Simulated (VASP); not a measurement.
# BiB (P6_3/mmc) in VASP: further runs

The runs below take BiB through single point, with r2SCAN.

All numbers are computed with VASP 6.6.1; they aren't measurements. Logs are shortened: lines on timing, memory, paths and dates and some standing lists are left out, and cuts for length are marked.

## Step 1: The cell of the first run

It takes space group P6_3/mmc (No. 194, hexagonal). Conventional cell: a = 4.161 Å, b = 4.161 Å, c = 5.589 Å, α = 90.00°, β = 90.00°, γ = 120.00°. B (site symmetry -6m2) has 5 Bi at 2.40 to 2.79 Å within 3.2 Å. Bi (site symmetry -6m2) has 5 B at 2.40 to 2.79 Å within 3.2 Å.

## Step 2: Single point, r2SCAN

Contents of POSCAR:

```
BiB
1.0
    4.1609172227      0.0000000000      0.0000000000
   -2.0804586113      3.6034600179      0.0000000000
    0.0000000000      0.0000000000      5.5892505505
B Bi
2 2
Direct
    0.3333333333      0.6666666667      0.2500000000
    0.6666666667      0.3333333333      0.7500000000
    0.6666666667      0.3333333333      0.2500000000
    0.3333333333      0.6666666667      0.7500000000
```

Contents of INCAR.step1:

```
PREC = Accurate ; ENCUT = 520
ISMEAR = -1 ; SIGMA = 0.02
LREAL = F ; LASPH = T
NELM = 60 ; NBANDS = 26
GGA = PE ; ALGO = Normal
EDIFF = 1E-4 ; LWAVE = T
LCHARG = F
```

Contents of INCAR.step2:

```
PREC = Accurate ; ENCUT = 520
EDIFF = 1E-6 ; ISMEAR = -1
SIGMA = 0.02 ; LREAL = F
LASPH = T ; NELM = 60
ALGO = Normal ; ISIF = 2
LWAVE = F ; LCHARG = F
METAGGA = R2SCAN ; LMIXTAU = T
NBANDS = 26 ; ISTART = 1
```

Contents of KPOINTS:

```
Automatic mesh
0
Gamma
  6 6 4
```

Potentials or basis: VASP PAW PBE potentials, release 64 (B, Bi_d).

The run is started by

```bash
$ cat potpaw_PBE.64/B/POTCAR potpaw_PBE.64/Bi_d/POTCAR > POTCAR
$ cp INCAR.step1 INCAR
$ mpirun -np 1 vasp_std > vasp.out
$ cp INCAR.step2 INCAR
$ mpirun -np 1 vasp_std > vasp.out
```

OUTCAR:

```text
PREC = Accurate
   ENCUT = 520
   EDIFF = 1E-6
   ISMEAR = -1
   LREAL = F
   LASPH = T
   NELM = 60
   ISIF = 2
   METAGGA = R2SCAN
   ISTART = 1

 ion  position               nearest neighbor table
   1  0.333  0.667  0.250-   3 2.40   3 2.40   3 2.40   4 2.79   4 2.79
   2  0.667  0.333  0.750-   4 2.40   4 2.40   4 2.40   3 2.79   3 2.79
   3  0.667  0.333  0.250-   1 2.40   1 2.40   1 2.40   2 2.79   2 2.79   4 3.69   4 3.69   4 3.69
                             4 3.69   4 3.69   4 3.69
   4  0.333  0.667  0.750-   2 2.40   2 2.40   2 2.40   1 2.79   1 2.79   3 3.69   3 3.69   3 3.69
                             3 3.69   3 3.69   3 3.69

  LATTYP: Found a hexagonal cell.
 ALAT       =     4.1609172227
 C/A-ratio  =     1.3432736705

  Lattice vectors:

 A1 = (   4.1609172227,   0.0000000000,   0.0000000000)
 A2 = (  -2.0804586113,   3.6034600179,   0.0000000000)
 A3 = (   0.0000000000,   0.0000000000,   5.5892505505)

Analysis of symmetry for initial positions (statically):
=====================================================================
 Subroutine PRICEL returns:
 Original cell was already a primitive cell.

 Routine SETGRP: Setting up the symmetry group for a
 hexagonal supercell.

 Subroutine GETGRP returns: Found 24 space group operations
 (whereof 12 operations were pure point group operations)
 out of a pool of 24 trial point group operations.

The static configuration has the point symmetry D_3d.
 The point group associated with its full space group is D_6h.

Analysis of symmetry for dynamics (positions and initial velocities):
=====================================================================
 Subroutine PRICEL returns:
 Original cell was already a primitive cell.

 Routine SETGRP: Setting up the symmetry group for a
 hexagonal supercell.

 Subroutine GETGRP returns: Found 24 space group operations
 (whereof 12 operations were pure point group operations)
 out of a pool of 24 trial point group operations.

The dynamic configuration has the point symmetry D_3d.
 The point group associated with its full space group is D_6h.

 Subroutine INISYM returns: Found 24 space group operations
 (whereof 12 operations are pure point group operations),
 and found     1 'primitive' translations

----------------------------------------------------------------------------------------

                                     Primitive cell

  volume of cell :      83.8035

[... 87 lines left out ...]
   NELM   =     60;   NELMIN=  2; NELMDL=  0     # of ELM steps
   EDIFF  = 0.1E-05   stopping-criterion for ELM
   LREAL  =      F    real-space projection
   EDIFFG = 0.1E-04   stopping-criterion for IOM
   NSW    =      0    number of steps for IOM
   IBRION =     -1    ionic relax: 0-MD 1-quasi-New 2-CG
   NFREE  =      0    steps in history (QN), initial steepest desc. (CG)
   ISIF   =      2    stress and relaxation
   ISYM   =      2    0-nonsym 1-usesym 2-fastsym
   POTIM  = 0.5000    time-step for ionic-motion
   TEBEG  =    0.0;   TEEND  =   0.0 temperature during run
   PSTRESS=    0.0 pullay stress
   NELECT =      36.0000    total number of electrons
   NUPDOWN=      -1.0000    fix difference up-down
   EMIN   =  10.00;   EMAX   =-10.00  energy-range for DOS
   EFERMI =   0.00;   METHOD = LEGACY
   ISMEAR =    -1;   SIGMA  =   0.02  broadening in eV -4-tet -1-fermi 0-gaus
   EFERMI_NEDOS =   21; number of points for ismear=-14 and -15
   IALGO  =     38    algorithm
   IMIX   =      4    mixing-type and parameters
     AMIX     =   0.40;   BMIX     =  1.00
     AMIX_MAG =   1.60;   BMIX_MAG =  1.00
  volume/ion in A,a.u.               =      20.95       141.38
  Fermi-wavevector in a.u.,A,eV,Ry     =   1.235250  2.334284 20.760350  1.525843
  Thomas-Fermi vector in A             =   2.369907
   LORBIT       =      0    0 simple, 1 ext, 2 COOP (PROOUT), +10 PAW based schemes
   METAGGA = R2SCAN    functional components
   LHFCALC =     F    Hartree Fock is set to
   AEXX    =    0.0000 exact exchange contribution
   IVDW    =     0    specifies the selected vdW correction
   LEPSILON=     F    determine dielectric tensor
   LRPA    =     F    only Hartree local field effects (RPA)
 non-spin polarized calculation
  energy-cutoff  :      520.00
  volume of cell :       83.80
 maximum number of plane-waves:      2295
 NGX is ok and might be reduce to    32
   NGX = 15   NGY = 15   NGZ = 21

 number of electron      36.0000001 magnetization

 Free energy of the ion-electron system (eV)
  ---------------------------------------------------
  ext. energy  EPLUGINS =         0.00000000
  ---------------------------------------------------
  free energy    TOTEN  =      -126.79214100 eV

  energy without entropy =     -126.78955377  energy(sigma->0) =     -126.79084739

 E-fermi :   6.6693     XC(G=0): -10.7665

 val. band max:        6.6353344209   @ k =   0.1667   0.0000   0.5000
 cond. band min:       6.8409645425   @ k =   0.3333   0.0000   0.5000
 fundamental gap:      0.2056301216
 Fermi energy:         6.6693341506

 k-point     1 :       0.0000    0.0000    0.0000
  band No.  band energies     occupation
      1     -17.0236      2.00000
      2     -16.9567      2.00000
      3     -16.9567      2.00000
      4     -16.9545      2.00000
      5     -16.9491      2.00000
      6     -16.9491      2.00000
[... 598 lines left out ...]
     25      12.6872      0.00000
     26      12.6872      0.00000

------------------------ aborting loop because EDIFF is reached ----------------------------------------

  FORCE on cell =-STRESS in cart. coord.  units (eV):
  Direction    XX          YY          ZZ          XY          YZ          ZX
  --------------------------------------------------------------------------------------
  -------------------------------------------------------------------------------------
  Total       -0.0089445     -0.0089445      0.0380692     -0.0000000      0.0000000      0.0000000
  in kB       -0.1710032     -0.1710032      0.7278167     -0.0000000      0.0000000      0.0000000
  external PRESSURE =       0.1286034 kB  Pullay stress =       0.0000000 kB

 VOLUME and BASIS-vectors are now :
 -----------------------------------------------------------------------------
  energy-cutoff  :      520.00
  volume of cell :       83.80
      direct lattice vectors                 reciprocal lattice vectors
     4.160917223  0.000000000  0.000000000     0.240331626  0.138755529  0.000000000
    -2.080458611  3.603460018  0.000000000     0.000000000  0.277511057  0.000000000
     0.000000000  0.000000000  5.589250551     0.000000000  0.000000000  0.178914864

 POSITION                                       TOTAL-FORCE (eV/Angst)
 -----------------------------------------------------------------------------------
     -0.00000      2.40231      1.39731         0.000000     -0.000000      0.000000
      2.08046      1.20115      4.19194        -0.000000     -0.000000      0.000000
      2.08046      1.20115      1.39731         0.000000     -0.000000      0.000000
     -0.00000      2.40231      4.19194        -0.000000      0.000000      0.000000
 -----------------------------------------------------------------------------------
    total drift:                                0.000000     -0.000000      0.000000

  FREE ENERGIE OF THE ION-ELECTRON SYSTEM (eV)
  ---------------------------------------------------
  free  energy   TOTEN  =      -126.7921410024 eV

  energy  without entropy=     -126.7895537697  energy(sigma->0) =     -126.79084739
```

OSZICAR.step1:

```text
N       E                     dE             d eps       ncg     rms          rms(c)
DAV:   1     0.350240360071E+03    0.35024E+03   -0.18360E+04  1092   0.160E+03
DAV:   2     0.152502371881E+02   -0.33499E+03   -0.32651E+03  1116   0.420E+02
DAV:   3    -0.163227740363E+02   -0.31573E+02   -0.30915E+02  1354   0.142E+02
DAV:   4    -0.174845319372E+02   -0.11618E+01   -0.11575E+01  1332   0.284E+01
DAV:   5    -0.175338286461E+02   -0.49297E-01   -0.49287E-01  1538   0.554E+00    0.469E+00
DAV:   6    -0.164334719593E+02    0.11004E+01   -0.28260E+00  1380   0.926E+00    0.158E+00
DAV:   7    -0.164232069013E+02    0.10265E-01   -0.42712E-01  1330   0.265E+00    0.875E-01
DAV:   8    -0.164209076615E+02    0.22992E-02   -0.58699E-02  1366   0.195E+00    0.226E-01
DAV:   9    -0.164179229424E+02    0.29847E-02   -0.13613E-02  1412   0.901E-01    0.640E-02
DAV:  10    -0.164182004730E+02   -0.27753E-03   -0.14538E-03  1054   0.241E-01    0.360E-02
DAV:  11    -0.164182557619E+02   -0.55289E-04   -0.31635E-04  1010   0.142E-01
   1 F= -.16418256E+02 E0= -.16416950E+02  d E =-.261224E-02
```

It took 2.5 min on 1 thread of Oxide Virtual Turin-like, shared host; peak memory 0.19 GiB.

What came out:

```yaml
Free_energy: -126.7921 eV
Pressure: 0.0 GPa
Band_gap_on_the_k_mesh: zero (bands 18 and 19 overlap by 2.17 eV)
```

Stress tensor (GPa, compression positive):
```
-0.02  0.00  0.00
 0.00 -0.02  0.00
 0.00  0.00  0.07
```

Levels at points of the mesh, in eV from the Fermi level:
```csv
k point,band 15,band 16,band 17,band 18,band 19,band 20,band 21,band 22
"(0.00, 0.00, 0.00)",-2.54,-2.54,-0.31,-0.31,0.32,0.85,2.45,2.45
"(0.50, 0.00, 0.00)",-4.22,-4.18,-2.27,-1.82,-0.95,2.30,4.95,6.78
"(0.00, 0.00, 0.50)",-1.57,-1.57,-1.57,-1.57,-1.29,-1.29,3.42,3.42
"(0.50, 0.00, 0.50)",-3.16,-3.16,-0.07,-0.07,0.42,0.42,2.51,2.51
```

Caveat: the PAW data sets were made with another functional, which shifts forces and pressure a little; spin-orbit coupling is left out, which moves the levels of the heavy elements.

## Step 3: Single point, r2SCAN

POSCAR is that of step 2.

Contents of INCAR.step1:

```
SYSTEM = BiB
PREC = Accurate ; ENCUT = 520
ISMEAR = -1 ; SIGMA = 0.02
LREAL = .FALSE. ; LASPH = .TRUE.
NELM = 80 ; ISYM = 0
NBANDS = 26 ; GGA = PE
ALGO = Normal ; EDIFF = 1E-4
LWAVE = .TRUE. ; LCHARG = .FALSE.
```

Contents of INCAR.step2:

```
SYSTEM = BiB
PREC = Accurate ; ENCUT = 520
EDIFF = 1E-6 ; ISMEAR = -1
SIGMA = 0.02 ; LREAL = .FALSE.
LASPH = .TRUE. ; NELM = 80
ALGO = Normal ; ISIF = 2
LWAVE = .FALSE. ; LCHARG = .FALSE.
METAGGA = R2SCAN ; LMIXTAU = .TRUE.
ISYM = 0 ; NBANDS = 26
ISTART = 1
```

Contents of KPOINTS:

```
Automatic mesh
0
Gamma
  6 6 4
  0.5 0.5 0.5
```

Potentials or basis: VASP PAW PBE potentials, release 64 (B, Bi_d).

The run is started by

```bash
$ cat potpaw_PBE.64/B/POTCAR potpaw_PBE.64/Bi_d/POTCAR > POTCAR
$ cp INCAR.step1 INCAR
$ mpirun -np 1 vasp_std > vasp.out
$ cp INCAR.step2 INCAR
$ mpirun -np 1 vasp_std > vasp.out
```

It took 32 min on 1 thread of Oxide Virtual Turin-like, shared host; peak memory 0.46 GiB.

The run converged. Its results:

```
Free energy            : -126.8056 eV
Pressure               : 0.5 GPa
Band gap on the k mesh : zero (bands 18 and 19 overlap by 1.60 eV)
```

Stress tensor (GPa, compression positive):
```
 3.31  0.00  0.00
 0.00  3.31  0.00
 0.00  0.00 -5.08
```

Levels at points of the mesh, in eV from the Fermi level:
```
           k point  band 15  band 16  band 17  band 18  band 19  band 20  band 21  band 22
(0.08, 0.08, 0.12)    -3.09    -2.68    -1.02    -0.95     0.40     1.83     2.27     3.33
```

Caveat: the stress differs along the axes, from -5 to 3 GPa; the PAW data sets were made with another functional, which shifts forces and pressure a little; spin-orbit coupling is left out, which moves the levels of the heavy elements.

The gap in the log of VASP goes by the Fermi energy; the results here count the filled bands.